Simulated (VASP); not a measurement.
Here is a VASP 6.6.1 calculation.

File POSCAR:

```
NaCl
1.0
    0.0000000000      3.0582900000      2.6052100000
    3.0582900000      0.0000000000      2.6052100000
    3.0582900000      3.0582900000      0.0000000000
Na Cl
1 1
Direct
    0.0000000000      0.0000000000      0.0000000000
    0.5000000000      0.5000000000      0.5000000000
```

The input INCAR.step1:

```
PREC = Accurate ; ENCUT = 520
ISMEAR = 0 ; SIGMA = 0.05
LREAL = False ; LASPH = True
NELM = 60 ; NBANDS = 14
GGA = PE ; ALGO = Normal
EDIFF = 1E-4 ; LWAVE = True
LCHARG = False
```

Contents of INCAR.step2:

```
PREC = Accurate ; ENCUT = 520
EDIFF = 1E-7 ; ISMEAR = 0
SIGMA = 0.05 ; LREAL = False
LASPH = True ; NELM = 60
ALGO = Normal ; ISIF = 2
LWAVE = False ; LCHARG = False
METAGGA = R2SCAN ; LMIXTAU = True
NBANDS = 14 ; ISTART = 1
```

The input KPOINTS:

```
Automatic mesh
0
Gamma
  8 8 8
```

Potentials or basis: VASP PAW PBE potentials, release 64 (Na_pv, Cl).

Launch:

```console
$ cat potpaw_PBE.64/Na_pv/POTCAR potpaw_PBE.64/Cl/POTCAR > POTCAR
$ cp INCAR.step1 INCAR
$ mpirun -np 1 vasp_std > vasp.out
$ cp INCAR.step2 INCAR
$ mpirun -np 1 vasp_std > vasp.out
```

(1) Estimate the pressure.

(2) Predict the band gap on the k mesh.

## Answers

(1) -0.8 GPa.

(2) 5.55 eV.

Caveat: the cell differs from its parent crystal (strain +0.080 along x and y, -0.080 along z); the PAW data sets were made with another functional, which shifts forces and pressure a little.
